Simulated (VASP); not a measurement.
# NiO (R-3m) in VASP: a series of runs, part 2 of 2

VASP 6.6.1.

### 4 Single point, PBE+U, collinear spin, antiferromagnetic start

This run uses another cell than the first one, of the same volume but with other edges.

Contents of INCAR:

```
  PREC = Accurate
  ENCUT = 520
  EDIFF = 1E-7
  ISMEAR = 0
  SIGMA = 0.05
  LREAL = False
  LASPH = True
  NELM = 150
  ALGO = Normal
  ISIF = 2
  LWAVE = False
  LCHARG = False
  ISPIN = 2
  MAGMOM = 2 -2 0 0
  LORBIT = 11
  LMAXMIX = 4
  LDAU = True
  LDAUTYPE = 2
  LDAUL = 2 -1
  LDAUU = 6.2 0
  LDAUJ = 0 0
  LDAUPRINT = 1
  GGA = PE
  NBANDS = 28
```

Contents of KPOINTS:

```
Automatic mesh
0
Gamma
  5 5 3
```

Contents of POSCAR:

```
NiO
1.0
    1.5090321866      0.8712401392      2.4634136995
   -1.5090321866      0.8712401392      2.4634136995
    0.0000000000     -5.2274408349      0.0000000000
Ni O
2 2
Direct
    1.0000000000      0.0000000000      0.0000000000
    1.5000000000      0.5000000000      0.5000000000
    0.7500000000      0.7500000000      0.2500000000
    1.2500000000      1.2500000000      0.7500000000
```

Potentials or basis: VASP PAW PBE potentials, release 64 (Ni, O).

Command:

```
$ cat potpaw_PBE.64/Ni/POTCAR potpaw_PBE.64/O/POTCAR > POTCAR
$ mpirun -np 1 vasp_std > vasp.out
```

OUTCAR:

```text
PREC = Accurate
   ENCUT = 520
   EDIFF = 1E-7
   ISMEAR = 0
   LREAL = False
   LASPH = True
   NELM = 150
   ISIF = 2
   ISPIN = 2
   LORBIT = 11
   GGA = PE

 ion  position               nearest neighbor table
   1  0.000  0.000  0.000-   3 2.13   3 2.13   4 2.13   4 2.13   3 2.13   4 2.13   2 3.02   2 3.02
                             2 3.02   2 3.02   2 3.02   2 3.02
   2  0.500  0.500  0.500-   4 2.13   4 2.13   3 2.13   3 2.13   3 2.13   4 2.13   1 3.02   1 3.02
                             1 3.02   1 3.02   1 3.02   1 3.02
   3  0.750  0.750  0.250-   2 2.13   2 2.13   1 2.13   1 2.13   1 2.13   2 2.13
   4  0.250  0.250  0.750-   1 2.13   1 2.13   2 2.13   2 2.13   1 2.13   2 2.13

  LATTYP: Found a base centered monoclinic cell.
 ALAT       =     5.2258842065
 B/A-ratio  =     0.5775222439
 C/A-ratio  =     1.0002978689
 COS(beta)  =    -0.3334326230

  Lattice vectors:

 A1 = (   1.5090321866,   0.8712401392,   2.4634136995)
 A2 = (  -1.5090321866,   0.8712401392,   2.4634136995)
 A3 = (   0.0000000000,  -5.2274408349,   0.0000000000)

Analysis of symmetry for initial positions (statically):
=====================================================================
 Subroutine PRICEL returns following result:

  LATTYP: Found a trigonal (rhomboedric) cell.
 ALAT       =     3.0173903584
 COS(alpha) =     0.4997765983
[... 12 lines left out ...]
 Subroutine GETGRP returns: Found  4 space group operations
 (whereof  4 operations were pure point group operations)
 out of a pool of  4 trial point group operations.

The static configuration has the point symmetry C_2h.

Analysis of symmetry for dynamics (positions and initial velocities):
=====================================================================
 Subroutine PRICEL returns following result:

  LATTYP: Found a trigonal (rhomboedric) cell.
 ALAT       =     3.0173903584
 COS(alpha) =     0.4997765983
[... 12 lines left out ...]
 Subroutine GETGRP returns: Found  4 space group operations
 (whereof  4 operations were pure point group operations)
 out of a pool of  4 trial point group operations.

The dynamic configuration has the point symmetry C_2h.

Analysis of structural, dynamic, and magnetic symmetry:
=====================================================================
 Subroutine PRICEL returns following result:

  LATTYP: Found a trigonal (rhomboedric) cell.
 ALAT       =     3.0173903584
 COS(alpha) =     0.4997765983
[... 12 lines left out ...]
 Subroutine GETGRP returns: Found  4 space group operations
 (whereof  4 operations were pure point group operations)
 out of a pool of  4 trial point group operations.
[... 175 lines left out ...]
  o =  1.0227  v =  0.0000  0.8167 -0.0006  0.0000 -0.5771  0.0000  0.0000  0.0000  0.0000  0.0000      0.0000  0.0000  0.0000  0.0000  0.0000  0.0000  0.0000  0.0000  0.0000  0.0000

atom =   2  type =  1  l = 2

 onsite density matrix

spin component  1

  0.7004  0.0000 -0.0000  0.3953  0.0000
  0.0000  0.4213  0.0001 -0.0000  0.3954
 -0.0000  0.0001  0.9800 -0.0000 -0.0001
  0.3953 -0.0000 -0.0000  0.4212 -0.0000
  0.0000  0.3954 -0.0001 -0.0000  0.7003

spin component  2

  0.9955  0.0000 -0.0000 -0.0193  0.0000
  0.0000  1.0091 -0.0000  0.0000 -0.0193
 -0.0000 -0.0000  0.9819 -0.0000  0.0000
 -0.0193  0.0000 -0.0000  1.0091 -0.0000
  0.0000 -0.0193  0.0000 -0.0000  0.9955

 occupancies and eigenvectors

  o =  0.1415  v = -0.5775  0.0000 -0.0000  0.8164  0.0000  0.0000  0.0000  0.0000  0.0000  0.0000      0.0000  0.0000  0.0000  0.0000  0.0000  0.0000  0.0000  0.0000  0.0000  0.0000
  o =  0.1415  v =  0.0000  0.8163 -0.0002  0.0000 -0.5776  0.0000  0.0000  0.0000  0.0000  0.0000      0.0000  0.0000  0.0000  0.0000  0.0000  0.0000  0.0000  0.0000  0.0000  0.0000
  o =  0.9800  v = -0.8164  0.0000  0.0000 -0.5775 -0.0000  0.0000  0.0000  0.0000  0.0000  0.0000      0.0000  0.0000  0.0000  0.0000  0.0000  0.0000  0.0000  0.0000  0.0000  0.0000
  o =  0.9800  v =  0.0000  0.2202 -0.9243  0.0000  0.3116  0.0000  0.0000  0.0000  0.0000  0.0000      0.0000  0.0000  0.0000  0.0000  0.0000  0.0000  0.0000  0.0000  0.0000  0.0000
  o =  0.9801  v =  0.0000  0.5340  0.3816  0.0000  0.7545  0.0000  0.0000  0.0000  0.0000  0.0000      0.0000  0.0000  0.0000  0.0000  0.0000  0.0000  0.0000  0.0000  0.0000  0.0000
  o =  0.9819  v =  0.0000  0.0000  0.0000  0.0000  0.0000  0.0000  0.4961  0.5116  0.0000  0.7015      0.0000  0.0000  0.0000  0.0000  0.0000  0.0000  0.0000  0.0000  0.0000  0.0000
  o =  0.9819  v =  0.0000  0.0000  0.0000  0.0000  0.0000  0.0000 -0.2948  0.8592 -0.0000 -0.4181      0.0000  0.0000  0.0000  0.0000  0.0000  0.0000  0.0000  0.0000  0.0000  0.0000
  o =  0.9819  v =  0.0000  0.0000  0.0000  0.0000  0.0000 -0.8157  0.0000 -0.0000 -0.5784  0.0000      0.0000  0.0000  0.0000  0.0000  0.0000  0.0000  0.0000  0.0000  0.0000  0.0000
  o =  1.0227  v =  0.0000  0.0000  0.0000  0.0000  0.0000 -0.5784  0.0000  0.0000  0.8157 -0.0000      0.0000  0.0000  0.0000  0.0000  0.0000  0.0000  0.0000  0.0000  0.0000  0.0000
  o =  1.0227  v =  0.0000  0.0000  0.0000  0.0000  0.0000  0.0000 -0.8167  0.0006  0.0000  0.5771      0.0000  0.0000  0.0000  0.0000  0.0000  0.0000  0.0000  0.0000  0.0000  0.0000

 number of electron      32.0000007 magnetization       0.0000000

 Free energy of the ion-electron system (eV)
  ---------------------------------------------------
  ext. energy  EPLUGINS =         0.00000000
  ---------------------------------------------------
  free energy    TOTEN  =       -20.40642074 eV

  energy without entropy =      -20.40642074  energy(sigma->0) =      -20.40642074

 E-fermi :   5.6927     XC(G=0): -12.2700

 val. band max:        5.4029372495   @ k =  -0.0000  -0.0000   0.3333
 cond. band min:       8.4492659792   @ k =   0.0000   0.0000   0.0000
 fundamental gap:      3.0463287297
 Fermi energy:         5.6927159569

 spin component 1

 k-point     1 :       0.0000    0.0000    0.0000
  band No.  band energies     occupation
      1     -12.2684      1.00000
      2     -11.0008      1.00000
      3      -1.0269      1.00000
      4      -0.5744      1.00000
      5      -0.5736      1.00000
      6       1.2295      1.00000
[... 733 lines left out ...]
     27      23.0187      0.00000
     28      27.8419      0.00000
 Fermi energy:         5.6927159569

 spin component 2

 k-point     1 :       0.0000    0.0000    0.0000
  band No.  band energies     occupation
      1     -12.2684      1.00000
      2     -11.0008      1.00000
      3      -1.0269      1.00000
      4      -0.5744      1.00000
      5      -0.5736      1.00000
      6       1.2295      1.00000
[... 733 lines left out ...]
     27      23.0187      0.00000
     28      27.8412      0.00000

------------------------ aborting loop because EDIFF is reached ----------------------------------------

  FORCE on cell =-STRESS in cart. coord.  units (eV):
  Direction    XX          YY          ZZ          XY          YZ          ZX
  --------------------------------------------------------------------------------------
  -------------------------------------------------------------------------------------
  Total       -2.3385689     -2.3773829     -2.3308598      0.0000000      0.0131305      0.0000000
  in kB      -96.4063813    -98.0064686    -96.0885765      0.0000000      0.5412997      0.0000000
  external PRESSURE =     -96.8338088 kB  Pullay stress =       0.0000000 kB

 VOLUME and BASIS-vectors are now :
 -----------------------------------------------------------------------------
  energy-cutoff  :      520.00
  volume of cell :       38.86
      direct lattice vectors                 reciprocal lattice vectors
     1.509032187  0.871240139  2.463413700     0.331338194  0.000000000  0.202970374
    -1.509032187  0.871240139  2.463413700    -0.331338194  0.000000000  0.202970374
     0.000000000 -5.227440835  0.000000000     0.000000000 -0.191298196  0.067656791

 POSITION                                       TOTAL-FORCE (eV/Angst)
 -----------------------------------------------------------------------------------
      0.00000      0.00000      0.00000         0.000000      0.000000      0.000000
      0.00000     -1.74248      2.46341         0.000000     -0.000000      0.000000
      0.00000      0.00000      3.69512         0.000000      0.000000     -0.000000
      0.00000     -3.48496      1.23171        -0.000000     -0.000000     -0.000000
 -----------------------------------------------------------------------------------
    total drift:                               -0.000000      0.000000      0.000000

  FREE ENERGIE OF THE ION-ELECTRON SYSTEM (eV)
  ---------------------------------------------------
  free  energy   TOTEN  =       -20.4064207427 eV

  energy  without entropy=      -20.4064207427  energy(sigma->0) =      -20.40642074

 total charge

# of ion       s       p       d       tot
------------------------------------------
    1        0.323   0.375   8.189   8.888
    2        0.323   0.375   8.189   8.888
    3        1.550   3.440   0.000   4.990
    4        1.550   3.440   0.000   4.990
--------------------------------------------------
tot          3.746   7.632  16.379  27.757

 magnetization (x)

# of ion       s       p       d       tot
------------------------------------------
    1       -0.001  -0.004   1.766   1.761
    2        0.001   0.004  -1.766  -1.761
    3        0.000   0.000   0.000   0.000
    4        0.000   0.000   0.000   0.000
--------------------------------------------------
tot          0.000   0.000  -0.000  -0.000
```

Run time: 38 s. Hardware: 1 thread of Intel Xeon Platinum 8488C (Sapphire Rapids), shared host; peak memory 0.19 GiB.

What came out:

* Free energy: -20.4064 eV
* Pressure: -9.7 GPa
* Band gap on the k mesh: 3.05 eV
* Net moment: 0.00 μB per cell
* Site moments: Ni +1.76, -1.76; O +0.00 μB
* Valence electrons inside the program's atomic spheres: Ni 8.89; O 4.99

Levels at points of the mesh, in eV from the valence-band top:
Spin up:
| k point | band 14 | band 15 | band 16 | band 17 | band 18 | band 19 |
| --- | --- | --- | --- | --- | --- | --- |
| (0.00, 0.00, 0.00) | -0.55 | -0.55 | -0.55 | 3.05 | 4.30 | 4.30 |
Spin down:
```csv
k point,band 13,band 14,band 15,band 16,band 17,band 18,band 19,band 20
"(0.00, 0.00, 0.00)",-0.59,-0.55,-0.55,-0.55,3.05,4.30,4.30,7.20
```

Eigenvalues of the final occupation matrices:
| site | spin | trace | eigenvalues |
| --- | --- | --- | --- |
| site 1 d | 1 | 4.99 | 0.98 0.98 0.98 1.02 1.02 |
| site 1 d | 2 | 3.22 | 0.14 0.14 0.98 0.98 0.98 |
| site 2 d | 1 | 3.22 | 0.14 0.14 0.98 0.98 0.98 |
| site 2 d | 2 | 4.99 | 0.98 0.98 0.98 1.02 1.02 |

Caveat: the k points lie up to 0.49 Å⁻¹ apart. A k mesh can miss the band edges.

### 5 The runs side by side

| cell | k mesh | gap on the mesh (eV) | pressure (GPa) | moment (μB) |
| --- | --- | --- | --- | --- |
| a = 5.226 Å, angles 33.6°, 4 atoms | 5 × 5 × 5 | 2.99 | -9.7 | 0.00 |
| a = 3.017, b = 3.018, c = 4.268 Å, 4 atoms | 5 × 5 × 3 | 2.62 | -8.1 | 0.00 |
| a = 3.017, b = 3.017, c = 5.227 Å, angles 106.8, 106.8, 60.0°, 4 atoms | 5 × 5 × 3 | 3.05 | -9.7 | 0.00 |

Alike in all rows: task single point; level PBE+U; potentials or basis VASP PAW PBE potentials, release 64 (Ni, O); spin collinear, antiferromagnetic start; Ni d U = 6.2 eV; cutoff (eV) 520; smearing gaussian 0.05 eV.

Caveats: all runs use coarse meshes.

Total energies depend on the potentials used, so only differences within one code and one set of settings carry meaning.
